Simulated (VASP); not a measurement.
Cs2B5: single point with PBE

The system is Cs2B5.

```
CELL_PARAMETERS angstrom
2.73804 1.58081 5.15704
-2.73804 1.58081 5.15704
0.00000 -3.16162 5.15704
ATOMIC_POSITIONS crystal
Cs 0.50000 0.50000 0.50000
Cs 0.00000 0.00000 0.00000
B 0.71885 0.71885 0.71885
B 0.28115 0.28115 0.28115
B 0.50000 0.50000 0.00000
B 0.00000 0.50000 0.50000
B 0.50000 0.00000 0.50000
```

```yaml
Program: VASP 6.6.1
Task: single point
Functional: PBE
Potentials_or_basis: VASP PAW PBE potentials, release 64 (Cs_sv, B)
Cutoff: 520 eV
k_mesh: 6 × 6 × 6
Occupations: gaussian, width 0.1 eV
Spin: no spin polarisation
Dipole_correction: no
Further_INCAR_settings: ALGO = Normal; EDIFF = 1e-07; NBANDS = 26
```

* Pressure: 1.5 GPa
* Largest force: 3.465 eV/Å

Forces in eV/Å, atoms in the order of the input:
```
Cs   0.000  0.000  0.000
Cs   0.000  0.000  0.000
B    0.000  0.000 -3.465
B    0.000  0.000  3.465
B    0.000  0.000  0.000
B    0.000  0.000  0.000
B    0.000  0.000  0.000
```

Stress tensor (GPa, compression positive):
```
-0.06  0.00  0.00
 0.00 -0.06  0.00
 0.00  0.00  4.71
```

Levels at points of the mesh, in eV from the Fermi level:
```tsv
k point	band 14	band 15	band 16	band 17	band 18	band 19
(0.00, 0.00, 0.00)	-2.52	-1.78	-1.61	1.32	1.32	1.63
(0.50, 0.00, 0.00)	-3.20	-1.83	-1.76	-0.10	0.16	1.29
(0.50, 0.50, 0.00)	-3.13	-3.12	-0.87	-0.78	-0.25	2.00
(0.50, 0.50, 0.50)	-2.73	-2.73	-0.22	0.20	0.20	1.87
```

Run time: 3.7 min on 1 thread of Intel Xeon 6975P-C, on a shared host, peak memory 0.37 GiB.

Caveat: spin-orbit coupling is left out, which moves the levels of the heavy elements; forces of over 1 eV/Å act on the atoms, so gaps and moduli don't describe the material at rest.
